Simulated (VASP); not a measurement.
InAs, 2 atoms in the cell. The structure is tetragonal, space group I-4m2 (No. 119). The conventional cell has a = 4.277 Å, b = 4.277 Å, c = 5.867 Å, α = 90.00°, β = 90.00°, γ = 90.00°. In (site symmetry -4m2) has 4 As at 2.59 Å within 3.4 Å. As (site symmetry -4m2) has 4 In at 2.59 Å within 3.4 Å.  This cell differs from its parent crystal: strain -0.0300 x Voigt [0, 0, 1, 0, 0, 0].

| Property | Result |
| --- | --- |
| Program | VASP 6.6.1 |
| Task | single point |
| Functional | PBE |
| Potentials or basis | VASP PAW PBE potentials, release 64 (In_d, As) |
| Cutoff | 520 eV |
| k mesh | 14 × 14 × 14 |
| Occupations | gaussian, width 0.15 eV |
| Spin | no spin polarisation |
| Dipole correction | no |
| Further INCAR settings | ALGO = Normal; EDIFF = 1e-06; NBANDS = 16 |

Potentials or basis: VASP PAW PBE potentials, release 64 (In_d, As).

The run is started by

```console
$ cat potpaw_PBE.64/In_d/POTCAR potpaw_PBE.64/As/POTCAR > POTCAR
$ mpirun -np 1 vasp_std > vasp.out
```

Hardware: 1 thread of AMD EPYC 9R45 96-Core Processor (Zen 5), on a shared host.

How long does it take, and how much memory?

It took 86 s on 1 thread of AMD EPYC 9R45 96-Core Processor (Zen 5) (shared host), peak memory 0.32 GiB. Counts: scf iterations 12, k points 244.
